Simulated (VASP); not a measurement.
Here is a VASP 6.6.1 calculation.

File INCAR:

```
SYSTEM = LiH
  PREC = Accurate
  ENCUT = 600
  EDIFF = 1E-6
  ISMEAR = 0
  SIGMA = 0.01
  LREAL = .False.
  LASPH = .True.
  NELM = 100
  ALGO = Normal
  ISIF = 3
  LWAVE = .False.
  LCHARG = .False.
  GGA = PS
  IBRION = 2
  NSW = 100
  EDIFFG = -0.002
  PSTRESS = 150.0
```

File KPOINTS:

```
regular mesh
0
Gamma
  10 10 10
  0 0 0
```

File POSCAR:

```
LiH
1.0
    0.0000000000      1.9903704688      1.9903704688
    1.9903704688      0.0000000000      1.9903704688
    1.9903704688      1.9903704688      0.0000000000
Li H
1 1
Direct
    0.0000000000      0.0000000000      0.0000000000
    0.5000000000      0.5000000000      0.5000000000
```

Potentials or basis: VASP PAW PBE potentials, release 64 (Li_sv, H).

Launch:

```console
$ cat potpaw_PBE.64/Li_sv/POTCAR potpaw_PBE.64/H/POTCAR > POTCAR
$ mpirun -np 1 vasp_std > vasp.out
```

Problem. What does it give for the relaxed volume?

Solution. 6.06 Å³/atom.

Problem. Predict the relaxed cell.

Solution. a = 2.579 Å, b = 2.579 Å, c = 2.579 Å, α = 60.00°, β = 60.00°, γ = 60.00°.

The path:
```
step  energy change (eV)  largest force (eV/Å)  pressure (GPa)  volume (Å³)
   1              0.0000                0.0000           -0.18        15.77
   2              0.0213                0.0000            4.71        14.13
   3              0.0980                0.0000           11.98        12.60
   4              0.1415                0.0000           15.29        12.08
   5              0.1352                0.0000           14.83        12.15
   6              0.1352                0.0000           14.81        12.15
   7              0.1353                0.0000           14.82        12.15
   8              0.1353                0.0000           14.82        12.15
   9              0.1353                0.0000           14.82        12.15
  10              0.1353                0.0000           14.82        12.15
  11              0.1353                0.0000           14.82        12.15
  12              0.1353                0.0000           14.82        12.15
  13              0.1353                0.0000           14.82        12.15
  14              0.1353                0.0000           14.82        12.15
  15              0.1353                0.0000           14.82        12.15
  16              0.1354                0.0000           14.83        12.15
  17              0.1355                0.0000           14.83        12.15
  18              0.1358                0.0000           14.84        12.14
  19              0.1363                0.0000           14.87        12.14
  20              0.1374                0.0000           14.98        12.13
```

Caveat: the cutoff is under 1.25 times the usual one of these potentials, so pressure, stress and relaxed cells hold a basis-set (Pulay) error; the cell is relaxed towards a set pressure, so the enthalpy falls and the energy may rise; the volume moved by over 15 % at a fixed basis, so the end points are rough; the PAW data sets were made with another functional, which shifts forces and pressure a little.
